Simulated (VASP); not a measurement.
Crystal: Nb.

```xyz
1
Lattice="-1.6640 1.6640 1.6640 1.6640 -1.6640 1.6640 1.6640 1.6640 -1.6640" Properties=species:S:1:pos:R:3 pbc="T T T"
Nb    0.0000    0.0000    0.0000
```

| Property | Result |
| --- | --- |
| Program | VASP 6.6.1 |
| Task | relaxation of cell and atoms |
| Functional | r2SCAN |
| Potentials or basis | VASP PAW PBE potentials, release 64 (Nb_sv) |
| Cutoff | 600 eV |
| k mesh | 20 × 20 × 20 |
| Occupations | gaussian, width 0.2 eV |
| Spin | no spin polarisation |

At the start: pressure -3.8 GPa; volume 18.43 Å³/atom.

Q: How do energy, volume and symmetry change on relaxing?

A: Over 9 steps the energy falls by 5.0 meV/atom and the volume is 18.01 Å³/atom (-2.3 %); space group Im-3m (No. 229, to 0.1 Å) before and after.

The path:
```csv
step,energy change (eV),largest force (eV/Å),pressure (GPa),volume (Å³)
1,0.0000,0.0000,-3.79,18.43
2,0.0117,0.0000,7.66,17.29
3,-0.0050,0.0000,-0.06,18.02
4,-0.0050,0.0000,0.03,18.01
5,-0.0050,0.0000,-0.04,18.02
6,-0.0050,0.0000,-0.02,18.01
7,-0.0050,0.0000,-0.07,18.01
8,-0.0050,0.0000,-0.06,18.01
9,-0.0050,0.0000,0.00,18.01
```

Final structure:
```
CELL_PARAMETERS angstrom
-1.65122 1.65122 1.65122
1.65122 -1.65122 1.65122
1.65122 1.65122 -1.65122
ATOMIC_POSITIONS crystal
Nb 0.00000 0.00000 0.00000
```

Caveat: the PAW data sets were made with another functional, which shifts forces and pressure a little.
